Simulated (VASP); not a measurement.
# SnSe in VASP: single point with r2SCAN

Aim: the single point of SnSe with r2SCAN.

Program: VASP 6.6.1. These are calculated values, not measurements. Logs are shortened: lines on timing, memory, paths and dates and some standing lists are left out, and cuts for length are marked.

## (1) The cell of the first run

The cell holds a slab with vacuum, 4 atoms: a = 4.285 Å, b = 4.285 Å, c = 10.991 Å, α = 90.00°, β = 90.00°, γ = 90.00°.

## (2) Single point, r2SCAN

The input, POSCAR:

```
SnSe
1.0
    4.2853270000      0.0000000000      0.0000000000
    0.0000000000      4.2853270000      0.0000000000
    0.0000000000      0.0000000000     10.9906920000
Sn Se
2 2
Direct
    0.5000000000      0.0000000000      0.3722290000
    1.0000000000      0.5000000000      0.6277710000
    0.5000000000      0.0000000000      0.6160390000
    1.0000000000      0.5000000000      0.3839610000
```

The input, INCAR.step1:

```
PREC = Accurate ; ENCUT = 550
ISMEAR = 0 ; SIGMA = 0.01
LREAL = False ; LASPH = True
NELM = 120 ; NBANDS = 28
GGA = PE ; ALGO = Normal
EDIFF = 1E-5 ; LWAVE = True
LCHARG = False ; GGA_COMPAT = False
```

The input, INCAR.step2:

```
PREC = Accurate ; ENCUT = 550
EDIFF = 1E-6 ; ISMEAR = 0
SIGMA = 0.01 ; LREAL = False
LASPH = True ; NELM = 120
ALGO = Normal ; ISIF = 2
LWAVE = False ; LCHARG = False
METAGGA = R2SCAN ; LMIXTAU = True
NBANDS = 28 ; ISTART = 1
GGA_COMPAT = False
```

The input, KPOINTS:

```
Automatic mesh
0
Gamma
  4 4 2
```

Potentials or basis: VASP PAW PBE potentials, release 64 (Sn_d, Se).

On the command line:

```console
$ cat potpaw_PBE.64/Sn_d/POTCAR potpaw_PBE.64/Se/POTCAR > POTCAR
$ cp INCAR.step1 INCAR
$ mpirun -np 1 vasp_std > vasp.out
$ cp INCAR.step2 INCAR
$ mpirun -np 1 vasp_std > vasp.out
```

OUTCAR:

```text
PREC = Accurate
   ENCUT = 550
   EDIFF = 1E-6
   ISMEAR = 0
   LREAL = False
   LASPH = True
   NELM = 120
   ISIF = 2
   METAGGA = R2SCAN
   ISTART = 1

 ion  position               nearest neighbor table
   1  0.500  0.000  0.372-   3 2.68   4 3.03   4 3.03   4 3.03   4 3.03
   2  0.000  0.500  0.628-   4 2.68   3 3.03   3 3.03   3 3.03   3 3.03
   3  0.500  0.000  0.616-   1 2.68   2 3.03   2 3.03   2 3.03   2 3.03
   4  0.000  0.500  0.384-   2 2.68   1 3.03   1 3.03   1 3.03   1 3.03

  LATTYP: Found a simple tetragonal cell.
 ALAT       =     4.2853270000
 C/A-ratio  =     2.5647265658

  Lattice vectors:

 A1 = (   4.2853270000,   0.0000000000,   0.0000000000)
 A2 = (   0.0000000000,   4.2853270000,   0.0000000000)
 A3 = (   0.0000000000,   0.0000000000,  10.9906920000)

Analysis of symmetry for initial positions (statically):
=====================================================================
 Subroutine PRICEL returns:
 Original cell was already a primitive cell.

 Routine SETGRP: Setting up the symmetry group for a
 simple tetragonal supercell.

 Subroutine GETGRP returns: Found 16 space group operations
 (whereof  8 operations were pure point group operations)
 out of a pool of 16 trial point group operations.

The static configuration has the point symmetry D_2d.
 The point group associated with its full space group is D_4h.

Analysis of symmetry for dynamics (positions and initial velocities):
=====================================================================
 Subroutine PRICEL returns:
 Original cell was already a primitive cell.

 Routine SETGRP: Setting up the symmetry group for a
 simple tetragonal supercell.

 Subroutine GETGRP returns: Found 16 space group operations
 (whereof  8 operations were pure point group operations)
 out of a pool of 16 trial point group operations.

The dynamic configuration has the point symmetry D_2d.
 The point group associated with its full space group is D_4h.

 Subroutine INISYM returns: Found 16 space group operations
 (whereof  8 operations are pure point group operations),
 and found     1 'primitive' translations

----------------------------------------------------------------------------------------

                                     Primitive cell

  volume of cell :     201.8334

  direct lattice vectors                    reciprocal lattice vectors
     4.285327000  0.000000000  0.000000000     0.233354421  0.000000000  0.000000000
     0.000000000  4.285327000  0.000000000     0.000000000  0.233354421  0.000000000
     0.000000000  0.000000000 10.990692000     0.000000000  0.000000000  0.090986082

  length of vectors
     4.285327000  4.285327000 10.990692000     0.233354421  0.233354421  0.090986082

  position of ions in fractional coordinates (direct lattice)
     0.500000000  0.000000000  0.372229000
     0.000000000  0.500000000  0.627771000
     0.500000000  0.000000000  0.616039000
     0.000000000  0.500000000  0.383961000

  ion indices of the primitive-cell ions
   primitive index   ion index
                 1           1
                 2           2
                 3           3
                 4           4

----------------------------------------------------------------------------------------

 KPOINTS: Automatic mesh

Automatic generation of k-mesh.
 Grid dimensions read from file:
 generate k-points for:    4    4    2

 Generating k-lattice:

  Cartesian coordinates                     Fractional coordinates (reciprocal lattice)
     0.058338605  0.000000000  0.000000000     0.250000000  0.000000000  0.000000000
     0.000000000  0.058338605  0.000000000     0.000000000  0.250000000  0.000000000
     0.000000000  0.000000000  0.045493041     0.000000000  0.000000000  0.500000000

  Length of vectors
     0.058338605  0.058338605  0.045493041

  Shift w.r.t. Gamma in fractional coordinates (k-lattice)
     0.000000000  0.000000000  0.000000000

 Subroutine IBZKPT returns following result:
 ===========================================

 Found     12 irreducible k-points:

 Following reciprocal coordinates:
            Coordinates               Weight
  0.000000  0.000000  0.000000      1.000000
  0.250000  0.000000  0.000000      4.000000
  0.500000  0.000000  0.000000      2.000000
  0.250000  0.250000  0.000000      4.000000
  0.500000  0.250000  0.000000      4.000000
  0.500000  0.500000  0.000000      1.000000
  0.000000  0.000000  0.500000      1.000000
  0.250000  0.000000  0.500000      4.000000
  0.500000  0.000000  0.500000      2.000000
  0.250000  0.250000  0.500000      4.000000
  0.500000  0.250000  0.500000      4.000000
  0.500000  0.500000  0.500000      1.000000
   k-points           NKPTS =     12   k-points in BZ     NKDIM =     12   number of bands    NBANDS=     28
   number of dos      NEDOS =    301   number of ions     NIONS =      4
   total plane-waves  NPLWV = 108864
   dimension x,y,z NGX =    36 NGY =   36 NGZ =   84
   dimension x,y,z NGXF=    72 NGYF=   72 NGZF=  168
   ions per type =               2   2
   NGX,Y,Z   is equivalent  to a cutoff of  13.97, 13.97, 12.71 a.u.
   NGXF,Y,Z  is equivalent  to a cutoff of  27.93, 27.93, 25.41 a.u.
 SYSTEM =  unknown system
   PREC   = accura    normal or accurate (medium, high low for compatibility)
   ISTART =      1    job   : 0-new  1-cont  2-samecut
   ICHARG =      0    charge: 1-file 2-atom 10-const
   ISPIN  =      1    spin polarized calculation?
   LNONCOLLINEAR =      F non collinear calculations
   LSORBIT =      F    spin-orbit coupling
   LASPH  =      T    aspherical Exc in radial PAW
   ENCUT  =  550.0 eV  40.42 Ry    6.36 a.u.   8.19  8.19 21.02*2*pi/ulx,y,z
   NELM   =    120;   NELMIN=  2; NELMDL=  0     # of ELM steps
   EDIFF  = 0.1E-05   stopping-criterion for ELM
   LREAL  =      F    real-space projection
   EDIFFG = 0.1E-04   stopping-criterion for IOM
   NSW    =      0    number of steps for IOM
   IBRION =     -1    ionic relax: 0-MD 1-quasi-New 2-CG
   NFREE  =      0    steps in history (QN), initial steepest desc. (CG)
   ISIF   =      2    stress and relaxation
   ISYM   =      2    0-nonsym 1-usesym 2-fastsym
   POTIM  = 0.5000    time-step for ionic-motion
   TEBEG  =    0.0;   TEEND  =   0.0 temperature during run
   PSTRESS=    0.0 pullay stress
   NELECT =      40.0000    total number of electrons
   NUPDOWN=      -1.0000    fix difference up-down
   EMIN   =  10.00;   EMAX   =-10.00  energy-range for DOS
   EFERMI =   0.00;   METHOD = LEGACY
   ISMEAR =     0;   SIGMA  =   0.01  broadening in eV -4-tet -1-fermi 0-gaus
   EFERMI_NEDOS =   21; number of points for ismear=-14 and -15
   IALGO  =     38    algorithm
   IMIX   =      4    mixing-type and parameters
     AMIX     =   0.40;   BMIX     =  1.00
     AMIX_MAG =   1.60;   BMIX_MAG =  1.00
  volume/ion in A,a.u.               =      50.46       340.51
  Fermi-wavevector in a.u.,A,eV,Ry     =   0.954473  1.803693 12.395173  0.911020
  Thomas-Fermi vector in A             =   2.083223
   LORBIT       =      0    0 simple, 1 ext, 2 COOP (PROOUT), +10 PAW based schemes
   METAGGA = R2SCAN    functional components
   LHFCALC =     F    Hartree Fock is set to
   AEXX    =    0.0000 exact exchange contribution
   IVDW    =     0    specifies the selected vdW correction
   LEPSILON=     F    determine dielectric tensor
   LRPA    =     F    only Hartree local field effects (RPA)
 non-spin polarized calculation
 Gauss-broadening in eV      SIGMA  =   0.01
  energy-cutoff  :      550.00
  volume of cell :      201.83
 maximum number of plane-waves:      5960
 NGX is ok and might be reduce to    36
   NGX = 17   NGY = 17   NGZ = 43

 number of electron      40.0000020 magnetization

 Free energy of the ion-electron system (eV)
  ---------------------------------------------------
  ext. energy  EPLUGINS =         0.00000000
  ---------------------------------------------------
  free energy    TOTEN  =       -79.60305453 eV

  energy without entropy =      -79.60305453  energy(sigma->0) =      -79.60305453

 E-fermi :   0.3859     XC(G=0):  -6.1955

 val. band max:        0.3189481647   @ k =   0.5000   0.0000   0.0000
 cond. band min:       2.2323403320   @ k =   0.0000   0.0000   0.5000
 fundamental gap:      1.9133921674
 Fermi energy:         0.3858943101

 k-point     1 :       0.0000    0.0000    0.0000
  band No.  band energies     occupation
      1     -21.3161      2.00000
      2     -21.3116      2.00000
      3     -21.3107      2.00000
      4     -21.3045      2.00000
      5     -21.2923      2.00000
      6     -21.2602      2.00000
[... 20 lines left out ...]
     27       6.6187      0.00000
     28       6.6205      0.00000

 k-point     2 :       0.2500    0.0000    0.0000
  band No.  band energies     occupation
      1     -21.3149      2.00000
      2     -21.3111      2.00000
      3     -21.3100      2.00000
      4     -21.3071      2.00000
      5     -21.2838      2.00000
      6     -21.2614      2.00000
[... 20 lines left out ...]
     27       5.9685      0.00000
     28       6.7584      0.00000

 k-point     3 :       0.5000    0.0000    0.0000
  band No.  band energies     occupation
      1     -21.3168      2.00000
      2     -21.3168      2.00000
      3     -21.3052      2.00000
      4     -21.3052      2.00000
      5     -21.2687      2.00000
      6     -21.2687      2.00000
[... 20 lines left out ...]
     27       6.7577      0.00000
     28       6.7577      0.00000

 k-point     4 :       0.2500    0.2500    0.0000
  band No.  band energies     occupation
      1     -21.3208      2.00000
      2     -21.3188      2.00000
      3     -21.3054      2.00000
      4     -21.3026      2.00000
      5     -21.2755      2.00000
      6     -21.2614      2.00000
[... 206 lines left out ...]
     27       6.6473      0.00000
     28       6.7360      0.00000

 k-point    11 :       0.5000    0.2500    0.5000
  band No.  band energies     occupation
      1     -21.3264      2.00000
      2     -21.3264      2.00000
      3     -21.2994      2.00000
      4     -21.2994      2.00000
      5     -21.2647      2.00000
      6     -21.2647      2.00000
[... 20 lines left out ...]
     27       6.7232      0.00000
     28       6.7232      0.00000

 k-point    12 :       0.5000    0.5000    0.5000
  band No.  band energies     occupation
      1     -21.3352      2.00000
      2     -21.3352      2.00000
      3     -21.2941      2.00000
      4     -21.2941      2.00000
      5     -21.2603      2.00000
      6     -21.2603      2.00000
[... 20 lines left out ...]
     27       7.4408      0.00000
     28       7.4408      0.00000

------------------------ aborting loop because EDIFF is reached ----------------------------------------

  FORCE on cell =-STRESS in cart. coord.  units (eV):
  Direction    XX          YY          ZZ          XY          YZ          ZX
  --------------------------------------------------------------------------------------
  -------------------------------------------------------------------------------------
  Total       -0.0540604     -0.0540604     -0.2795454      0.0000000      0.0000000     -0.0000000
  in kB       -0.4291381     -0.4291381     -2.2190648      0.0000000      0.0000000     -0.0000000
  external PRESSURE =      -1.0257803 kB  Pullay stress =       0.0000000 kB

 VOLUME and BASIS-vectors are now :
 -----------------------------------------------------------------------------
  energy-cutoff  :      550.00
  volume of cell :      201.83
      direct lattice vectors                 reciprocal lattice vectors
     4.285327000  0.000000000  0.000000000     0.233354421  0.000000000  0.000000000
     0.000000000  4.285327000  0.000000000     0.000000000  0.233354421  0.000000000
     0.000000000  0.000000000 10.990692000     0.000000000  0.000000000  0.090986082

 POSITION                                       TOTAL-FORCE (eV/Angst)
 -----------------------------------------------------------------------------------
      2.14266      0.00000      4.09105        -0.000000     -0.000000      0.021709
      0.00000      2.14266      6.89964         0.000000     -0.000000     -0.021709
      2.14266      0.00000      6.77069         0.000000      0.000000     -0.072182
      0.00000      2.14266      4.22000         0.000000      0.000000      0.072182
 -----------------------------------------------------------------------------------
    total drift:                                0.000000      0.000000     -0.000000

  FREE ENERGIE OF THE ION-ELECTRON SYSTEM (eV)
  ---------------------------------------------------
  free  energy   TOTEN  =       -79.6030545289 eV

  energy  without entropy=      -79.6030545289  energy(sigma->0) =      -79.60305453
```

It took 5.5 min on 1 thread of AMD EPYC 7R13 (Zen 3), shared host; peak memory 0.36 GiB.

What came out:

- Free energy: -79.6031 eV
- Largest force: 0.072 eV/Å
- Band gap on the k mesh: 1.91 eV (least direct gap 1.97 eV)

Forces on the atoms (eV/Å):
```
Sn   0.000  0.000  0.022
Sn   0.000  0.000 -0.022
Se   0.000  0.000 -0.072
Se   0.000  0.000  0.072
```

Levels at points of the mesh, in eV from the valence-band top:
| k point | band 16 | band 17 | band 18 | band 19 | band 20 | band 21 | band 22 | band 23 | band 24 | band 25 |
| --- | --- | --- | --- | --- | --- | --- | --- | --- | --- | --- |
| (0.00, 0.00, 0.00) | -3.04 | -3.04 | -1.68 | -1.68 | -0.17 | 2.05 | 4.36 | 4.37 | 4.91 | 4.91 |
| (0.50, 0.00, 0.00) | -2.27 | -1.50 | -1.50 | 0.00 | 0.00 | 1.97 | 1.97 | 2.45 | 2.45 | 3.65 |
| (0.50, 0.50, 0.00) | -4.79 | -3.19 | -3.19 | -1.64 | -1.64 | 4.15 | 4.15 | 5.32 | 5.32 | 5.50 |
| (0.00, 0.00, 0.50) | -3.04 | -3.04 | -1.68 | -1.68 | -0.17 | 1.91 | 4.37 | 4.91 | 4.91 | 5.27 |
| (0.50, 0.00, 0.50) | -2.27 | -1.50 | -1.50 | 0.00 | 0.00 | 1.97 | 1.97 | 2.45 | 2.45 | 3.57 |
| (0.50, 0.50, 0.50) | -4.79 | -3.19 | -3.19 | -1.64 | -1.64 | 4.12 | 4.12 | 5.38 | 5.38 | 5.46 |

Caveat: the PAW data sets were made with another functional, which shifts forces and pressure a little; spin-orbit coupling is left out, which moves the levels of the heavy elements.
